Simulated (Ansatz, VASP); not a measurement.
**Two plane-wave programs on ZrC**

INCAR

```
SYSTEM = ZrC
  PREC = Accurate
  ENCUT = 520
  EDIFF = 1E-6
  ISMEAR = 0
  SIGMA = 0.05
  LREAL = .False.
  LASPH = .True.
  NELM = 80
  ALGO = Fast
  ISIF = 2
  LWAVE = .False.
  LCHARG = .False.
  GGA = PE
  NBANDS = 24
```

The input KPOINTS:

```
regular mesh
0
Gamma
  8 8 12
  0 0 0
```

Contents of POSCAR:

```
ZrC
1.0
    4.2514550570      0.0250272811      0.0399996344
    0.0250272811      4.2480320022     -0.0407849373
    0.0293438258     -0.0299199258      3.1221159626
Zr C
2 2
Direct
    0.4936169066     -0.0100900350      0.1881191961
    0.0029146487      0.5057166846      0.7576314539
    0.0178811354      0.0077137829      0.0242625251
    0.4855873092      0.4966595674      0.0299868250
```

Input for Ansatz:

```yaml
crystal:
  lattice:
    - [4.251455057, 0.0250272811, 0.0399996344]
    - [0.0250272811, 4.2480320022, -0.0407849373]
    - [0.0293438258, -0.0299199258, 3.1221159626]
  atoms:
    - { symbol: Zr, position: [0.4936169066, -0.010090035, 0.1881191961] }
    - { symbol: Zr, position: [0.0029146487, 0.5057166846, 0.7576314539] }
    - { symbol: C, position: [0.0178811354, 0.0077137829, 0.0242625251] }
    - { symbol: C, position: [0.4855873092, 0.4966595674, 0.029986825] }
basis:
  ecutwfc: 420
  ecutrho_ratio: 4
kpoints:
  mp_grid: { grid: [8, 8, 12] }
hamiltonian:
  xc: pbe
scf:
  occupations: { method: gaussian, width: 0.05 }
output:
  forces: true
  stress: true
  eigenvalues: true
```

Change from the starting cell: all atoms moved at random (sigma 0.06 Å), cell strained at random (1 %).

Alike in both runs: task single point; functional PBE; k mesh 8 × 8 × 12; occupations gaussian, width 0.05 eV; no spin polarisation.

|  | VASP | Ansatz |
| --- | --- | --- |
| version | VASP 6.6.1 | Ansatz 0.2.0 |
| potentials or method | VASP PAW PBE potentials, release 64 (Zr_sv, C), cutoff 520 eV | scalar-relativistic, plane waves, PAW |
| valence electrons in the cell | 32 | 32 |

Ansatz gave:

* gap on the k mesh at the Fermi level (eV): none
* pressure (GPa): 2.7
* traceless stress, the component that is largest in VASP (GPa): 1.98
* rms of the force components (eV/Å): 0.957

**Question.** What did VASP give for the same quantities?

**Answer.** gap on the k mesh at the Fermi level (eV): none; pressure (GPa): 2.9; traceless stress, the component that is largest in VASP (GPa): 2.00; rms of the force components (eV/Å): 0.959.

Atom by atom the forces differ by 0.006 eV/Å (rms over components). A gap of «none» marks a metal or a gap that the smearing closes. With one functional, cell and mesh, what is left measures potentials, basis and numerics.
